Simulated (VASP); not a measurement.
# Te2Pb3Se (Imm2) in VASP: single point with PBE

Aim: the single point of Te2Pb3Se with PBE.

Program: VASP 6.6.1. These are calculated values, not measurements. Logs are shortened: lines on timing, memory, paths and dates and some standing lists are left out, and cuts for length are marked.

## Step 1: The cell of the first run

Symmetry: Imm2, No. 44, orthorhombic system. Conventional cell: a = 4.563 Å, b = 19.333 Å, c = 4.631 Å, α = 90.00°, β = 90.00°, γ = 90.00°. Te (site symmetry m) has 6 Pb at 3.20 to 3.30 Å within 4.2 Å. Pb (site symmetry m) has 1 Se at 3.12 Å and 5 Te at 3.20 to 3.30 Å within 4.1 Å. Pb (site symmetry mm2) has 4 Se at 3.01 to 3.51 Å and 2 Te at 3.27 Å within 4.0 Å. Within 4.0 Å of Se (site symmetry mm2) lie 6 Pb at 3.01 to 3.51 Å.

## Step 2: Single point, PBE

Contents of INCAR:

```
SYSTEM = Te2Pb3Se
  PREC = Accurate
  ENCUT = 500
  EDIFF = 1E-6
  ISMEAR = 0
  SIGMA = 0.01
  LREAL = .False.
  LASPH = .True.
  NELM = 120
  ALGO = Normal
  ISIF = 2
  LWAVE = .False.
  LCHARG = .False.
  GGA = PE
  NBANDS = 39
  GGA_COMPAT = .False.
```

Contents of KPOINTS:

```
Automatic mesh
0
Gamma
  8 8 8
  0 0 0
```

Contents of POSCAR:

```
Te2Pb3Se
1.0
   -2.2815815869      9.6665199178      2.3156607732
    2.2815815869     -9.6665199178      2.3156607732
    2.2815815869      9.6665199178     -2.3156607732
Te Pb Se
2 3 1
Direct
    0.3199279817      0.9881701066      0.3317578751
    0.6564122315      0.9881701066      0.6682421249
    0.1645587966      0.0034689261      0.1610898704
    0.8423790557      0.0034689261      0.8389101296
    0.5502021455      0.0502021455      0.5000000000
    0.9736444926      0.9736444926      0.0000000000
```

Potentials or basis: VASP PAW PBE potentials, release 64 (Te, Pb_d, Se).

Launch:

```console
$ cat potpaw_PBE.64/Te/POTCAR potpaw_PBE.64/Pb_d/POTCAR potpaw_PBE.64/Se/POTCAR > POTCAR
$ mpirun -np 1 vasp_std > vasp.out
```

OUTCAR:

```text
SYSTEM = Te2Pb3Se
   PREC = Accurate
   ENCUT = 500
   EDIFF = 1E-6
   ISMEAR = 0
   LREAL = .False.
   LASPH = .True.
   NELM = 120
   ISIF = 2
   GGA = PE

 ion  position               nearest neighbor table
   1  0.320  0.988  0.332-   4 3.20   4 3.20   5 3.27   3 3.30   4 3.30   4 3.30
   2  0.656  0.988  0.668-   3 3.20   3 3.20   5 3.27   4 3.30   3 3.30   3 3.30
   3  0.165  0.003  0.161-   6 3.12   2 3.20   2 3.20   1 3.30   2 3.30   2 3.30
   4  0.842  0.003  0.839-   6 3.12   1 3.20   1 3.20   2 3.30   1 3.30   1 3.30
   5  0.550  0.050  0.500-   6 3.01   6 3.01   2 3.27   1 3.27
   6  0.974  0.974  0.000-   5 3.01   5 3.01   4 3.12   3 3.12

  LATTYP: Found a body centered orthorhombic cell.
 ALAT       =     4.5631631738
 B/A-ratio  =     1.0149366503
 C/A-ratio  =     4.2367627672

  Lattice vectors:

 A1 = (   2.2815815869,  -9.6665199178,  -2.3156607732)
 A2 = (  -2.2815815869,  -9.6665199178,   2.3156607732)
 A3 = (  -2.2815815869,   9.6665199178,  -2.3156607732)

Analysis of symmetry for initial positions (statically):
=====================================================================
 Subroutine PRICEL returns:
 Original cell was already a primitive cell.

 Routine SETGRP: Setting up the symmetry group for a
 body centered orthorhombic supercell.

 Subroutine GETGRP returns: Found  4 space group operations
 (whereof  4 operations were pure point group operations)
 out of a pool of  8 trial point group operations.

The static configuration has the point symmetry C_2v.

Analysis of symmetry for dynamics (positions and initial velocities):
=====================================================================
 Subroutine PRICEL returns:
 Original cell was already a primitive cell.

 Routine SETGRP: Setting up the symmetry group for a
 body centered orthorhombic supercell.

 Subroutine GETGRP returns: Found  4 space group operations
 (whereof  4 operations were pure point group operations)
 out of a pool of  8 trial point group operations.

The dynamic configuration has the point symmetry C_2v.

 Subroutine INISYM returns: Found  4 space group operations
 (whereof  4 operations are pure point group operations),
 and found     1 'primitive' translations

----------------------------------------------------------------------------------------

                                     Primitive cell

  volume of cell :     204.2872

  direct lattice vectors                    reciprocal lattice vectors
    -2.281581587  9.666519918  2.315660773     0.000000000  0.051724923  0.215921091
     2.281581587 -9.666519918  2.315660773     0.219146229  0.000000000  0.215921091
     2.281581587  9.666519918 -2.315660773     0.219146229  0.051724923  0.000000000

  length of vectors
    10.198505120 10.198505120 10.198505120     0.222030145  0.307647504  0.225167798

  position of ions in fractional coordinates (direct lattice)
     0.319927982  0.988170107  0.331757875
     0.656412231  0.988170107  0.668242125
     0.164558797  0.003468926  0.161089870
     0.842379056  0.003468926  0.838910130
     0.550202146  0.050202146  0.500000000
     0.973644493  0.973644493  0.000000000

  ion indices of the primitive-cell ions
   primitive index   ion index
                 1           1
                 2           2
                 3           3
                 4           4
                 5           5
                 6           6

----------------------------------------------------------------------------------------

 KPOINTS: Automatic mesh

Automatic generation of k-mesh.
 Grid dimensions read from file:
 generate k-points for:    8    8    8

 Generating k-lattice:

  Cartesian coordinates                     Fractional coordinates (reciprocal lattice)
     0.000000000  0.006465615  0.026990136     0.125000000  0.000000000  0.000000000
     0.027393279  0.000000000  0.026990136     0.000000000  0.125000000  0.000000000
     0.027393279  0.006465615  0.000000000     0.000000000  0.000000000  0.125000000

  Length of vectors
     0.027753768  0.038455938  0.028145975

  Shift w.r.t. Gamma in fractional coordinates (k-lattice)
     0.000000000  0.000000000  0.000000000

 Subroutine IBZKPT returns following result:
 ===========================================

 Found     95 irreducible k-points:

 Following reciprocal coordinates:
            Coordinates               Weight
  0.000000  0.000000  0.000000      1.000000
  0.125000  0.000000  0.000000      4.000000
  0.250000  0.000000  0.000000      4.000000
  0.375000  0.000000  0.000000      4.000000
  0.500000  0.000000  0.000000      2.000000
 -0.000000  0.125000  0.000000      4.000000
[... 16 lines left out ...]
  0.125000  0.375000  0.000000      8.000000
  0.250000  0.375000  0.000000      8.000000
 [... further k-points ...]
   k-points           NKPTS =     95   k-points in BZ     NKDIM =     95   number of bands    NBANDS=     39
   number of dos      NEDOS =    301   number of ions     NIONS =      6
   total plane-waves  NPLWV = 512000
   dimension x,y,z NGX =    80 NGY =   80 NGZ =   80
   dimension x,y,z NGXF=   160 NGYF=  160 NGZF=  160
   ions per type =               2   3   1
   NGX,Y,Z   is equivalent  to a cutoff of  13.04, 13.04, 13.04 a.u.
   NGXF,Y,Z  is equivalent  to a cutoff of  26.08, 26.08, 26.08 a.u.
 SYSTEM =  Te2Pb3Se
   PREC   = accura    normal or accurate (medium, high low for compatibility)
   ISTART =      0    job   : 0-new  1-cont  2-samecut
   ICHARG =      2    charge: 1-file 2-atom 10-const
   ISPIN  =      1    spin polarized calculation?
   LNONCOLLINEAR =      F non collinear calculations
   LSORBIT =      F    spin-orbit coupling
   LASPH  =      T    aspherical Exc in radial PAW
   ENCUT  =  500.0 eV  36.75 Ry    6.06 a.u.  18.59 18.59 18.59*2*pi/ulx,y,z
   NELM   =    120;   NELMIN=  2; NELMDL= -5     # of ELM steps
   EDIFF  = 0.1E-05   stopping-criterion for ELM
   LREAL  =      F    real-space projection
   EDIFFG = 0.1E-04   stopping-criterion for IOM
   NSW    =      0    number of steps for IOM
   IBRION =     -1    ionic relax: 0-MD 1-quasi-New 2-CG
   NFREE  =      0    steps in history (QN), initial steepest desc. (CG)
   ISIF   =      2    stress and relaxation
   ISYM   =      2    0-nonsym 1-usesym 2-fastsym
   POTIM  = 0.5000    time-step for ionic-motion
   TEBEG  =    0.0;   TEEND  =   0.0 temperature during run
   PSTRESS=    0.0 pullay stress
   NELECT =      60.0000    total number of electrons
   NUPDOWN=      -1.0000    fix difference up-down
   EMIN   =  10.00;   EMAX   =-10.00  energy-range for DOS
   EFERMI =   0.00;   METHOD = LEGACY
   ISMEAR =     0;   SIGMA  =   0.01  broadening in eV -4-tet -1-fermi 0-gaus
   EFERMI_NEDOS =   21; number of points for ismear=-14 and -15
   IALGO  =     38    algorithm
   IMIX   =      4    mixing-type and parameters
     AMIX     =   0.40;   BMIX     =  1.00
     AMIX_MAG =   1.60;   BMIX_MAG =  1.00
  volume/ion in A,a.u.               =      34.05       229.77
  Fermi-wavevector in a.u.,A,eV,Ry     =   1.088207  2.056413 16.111947  1.184195
  Thomas-Fermi vector in A             =   2.224384
   LORBIT       =      0    0 simple, 1 ext, 2 COOP (PROOUT), +10 PAW based schemes
   GGA     = PE    functional components
   LHFCALC =     F    Hartree Fock is set to
   AEXX    =    0.0000 exact exchange contribution
   IVDW    =     0    specifies the selected vdW correction
   LEPSILON=     F    determine dielectric tensor
   LRPA    =     F    only Hartree local field effects (RPA)
 non-spin polarized calculation
 Gauss-broadening in eV      SIGMA  =   0.01
  energy-cutoff  :      500.00
  volume of cell :      204.29
 maximum number of plane-waves:      5215
 NGX is ok and might be reduce to    80
   NGX = 37   NGY = 37   NGZ = 37

 number of electron      60.0000000 magnetization

 Free energy of the ion-electron system (eV)
  ---------------------------------------------------
  ext. energy  EPLUGINS =         0.00000000
  ---------------------------------------------------
  free energy    TOTEN  =       -23.14515396 eV

  energy without entropy =      -23.14515396  energy(sigma->0) =      -23.14515396

 E-fermi :   4.7511     XC(G=0):  -9.0852

 val. band max:        4.7068419134   @ k =   0.5000   0.5000   0.0000
 cond. band min:       5.4328090817   @ k =   0.5000   0.5000   0.0000
 fundamental gap:      0.7259671683
 Fermi energy:         4.7511118766

 k-point     1 :       0.0000    0.0000    0.0000
  band No.  band energies     occupation
      1     -12.0498      2.00000
      2     -12.0294      2.00000
      3     -12.0205      2.00000
      4     -12.0145      2.00000
      5     -12.0025      2.00000
      6     -11.9378      2.00000
[... 31 lines left out ...]
     38       9.3547      0.00000
     39       9.6627      0.00000

 k-point     2 :       0.1250    0.0000    0.0000
  band No.  band energies     occupation
      1     -12.0475      2.00000
      2     -12.0279      2.00000
      3     -12.0219      2.00000
      4     -12.0151      2.00000
      5     -12.0025      2.00000
      6     -11.9353      2.00000
[... 31 lines left out ...]
     38       9.0482      0.00000
     39       9.1661      0.00000

 k-point     3 :       0.2500    0.0000    0.0000
  band No.  band energies     occupation
      1     -12.0423      2.00000
      2     -12.0254      2.00000
      3     -12.0238      2.00000
      4     -12.0166      2.00000
      5     -12.0024      2.00000
      6     -11.9299      2.00000
[... 832 lines left out ...]
 k-point    23 :       0.1250    0.3750    0.0000
  band No.  band energies     occupation
      1     -12.0666      2.00000
      2     -12.0294      2.00000
      3     -12.0187      2.00000
      4     -12.0076      2.00000
      5     -12.0033      2.00000
      6     -11.9418      2.00000
[... 31 lines left out ...]
     38      10.0523      0.00000
     39      10.1522      0.00000

 k-point    24 :       0.2500    0.3750    0.0000
  band No.  band energies     occupation
      1     -12.0630      2.00000
      2     -12.0301      2.00000
      3     -12.0180      2.00000
      4     -12.0075      2.00000
      5     -12.0047      2.00000
      6     -11.9378      2.00000
[... 31 lines left out ...]
     38       9.5525      0.00000
     39      10.1128      0.00000

 [... further k-points ...]

------------------------ aborting loop because EDIFF is reached ----------------------------------------

  FORCE on cell =-STRESS in cart. coord.  units (eV):
  Direction    XX          YY          ZZ          XY          YZ          ZX
  --------------------------------------------------------------------------------------
  -------------------------------------------------------------------------------------
  Total       -0.0372532     -0.0421158     -0.0411576      0.0000000      0.0000000      0.0000000
  in kB       -0.2921684     -0.3303043     -0.3227897      0.0000000      0.0000000      0.0000000
  external PRESSURE =      -0.3150875 kB  Pullay stress =       0.0000000 kB

 VOLUME and BASIS-vectors are now :
 -----------------------------------------------------------------------------
  energy-cutoff  :      500.00
  volume of cell :      204.29
      direct lattice vectors                 reciprocal lattice vectors
    -2.281581587  9.666519918  2.315660773     0.000000000  0.051724923  0.215921091
     2.281581587 -9.666519918  2.315660773     0.219146229  0.000000000  0.215921091
     2.281581587  9.666519918 -2.315660773     0.219146229  0.051724923  0.000000000

 POSITION                                       TOTAL-FORCE (eV/Angst)
 -----------------------------------------------------------------------------------
      2.28158     -3.25263      2.26087        -0.000000     -0.000546      0.000901
      2.28158      3.25263      2.26087        -0.000000      0.000546      0.000901
     -0.00000      3.11436      0.01607        -0.000000      0.001384     -0.000890
      0.00000     16.21868      0.01607         0.000000     -0.001384     -0.000890
      0.00000      9.66652      0.23250         0.000000     -0.000000     -0.004389
      0.00000      0.00000      4.50926        -0.000000      0.000000      0.004367
 -----------------------------------------------------------------------------------
    total drift:                                0.000001     -0.000000     -0.000054

  FREE ENERGIE OF THE ION-ELECTRON SYSTEM (eV)
  ---------------------------------------------------
  free  energy   TOTEN  =       -23.1451539609 eV

  energy  without entropy=      -23.1451539609  energy(sigma->0) =      -23.14515396
```

Run time: 81 min. Hardware: 1 thread of Intel Xeon 8259CL, shared host; peak memory 1.4 GiB.

What came out:

* Free energy: -23.1452 eV
* Pressure: 0.0 GPa
* Largest force: 0.004 eV/Å
* Band gap on the k mesh: 0.73 eV

Forces in eV/Å, atoms in the order of the input:
```
Te   0.000 -0.001  0.001
Te   0.000  0.001  0.001
Pb   0.000  0.001 -0.001
Pb   0.000 -0.001 -0.001
Pb   0.000  0.000 -0.004
Se   0.000  0.000  0.004
```

Levels at points of the mesh, in eV from the valence-band top:
| k point | band 28 | band 29 | band 30 | band 31 | band 32 | band 33 |
| --- | --- | --- | --- | --- | --- | --- |
| (0.00, 0.00, 0.00) | -1.29 | -1.26 | -1.23 | 3.24 | 3.74 | 3.81 |
| (0.50, 0.00, 0.00) | -0.69 | -0.34 | -0.02 | 0.76 | 1.43 | 1.58 |
| (0.00, 0.50, 0.00) | -2.53 | -1.28 | -1.02 | 2.75 | 2.86 | 3.58 |
| (0.50, 0.50, 0.00) | -0.68 | -0.40 | 0.00 | 0.73 | 1.36 | 1.47 |
| (0.50, 0.50, 0.50) | -1.52 | -0.64 | -0.09 | 1.76 | 2.10 | 3.15 |

Caveat: spin-orbit coupling is left out, which moves the levels of the heavy elements. A k mesh can miss the band edges.
